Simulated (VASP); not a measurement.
A run of VASP 6.6.1:

The input INCAR:

```
PREC = Accurate ; ENCUT = 520
EDIFF = 1E-6 ; ISMEAR = -1
SIGMA = 0.05 ; LREAL = F
LASPH = T ; NELM = 150
ALGO = Normal ; ISIF = 2
LWAVE = F ; LCHARG = F
LMAXMIX = 4 ; LDAU = T
LDAUTYPE = 2 ; LDAUL = 2 -1
LDAUU = 6 0 ; LDAUJ = 0 0
LDAUPRINT = 1 ; GGA = PS
NBANDS = 20
```

The input KPOINTS:

```
regular mesh
0
Gamma
  10 10 2
```

Contents of POSCAR:

```
MoS2
1.0
    3.1453635859      0.0000000000      0.0000000000
   -1.5726817929      2.7239647695      0.0000000000
    0.0000000000      0.0000000000     17.3363268248
Mo S
1 2
Direct
    0.0000000000      0.0000000000      0.0000000000
    0.3333333333      0.6666666667      0.9102978710
    0.3333333333      0.6666666667      0.0897021290
```

Potentials or basis: VASP PAW PBE potentials, release 64 (Mo_sv, S).

Command:

```bash
$ cat potpaw_PBE.64/Mo_sv/POTCAR potpaw_PBE.64/S/POTCAR > POTCAR
$ mpirun -np 1 vasp_std > vasp.out
```

Hardware: 1 thread of Intel(R) Xeon(R) 6975P-C (Granite Rapids) (shared host).

**Question.** Estimate the wall time of this run.

**Answer.** Wall time 45 s on 1 thread of Intel(R) Xeon(R) 6975P-C (Granite Rapids) (shared host), peak memory 0.29 GiB. Counts: scf iterations 22, k points 28.
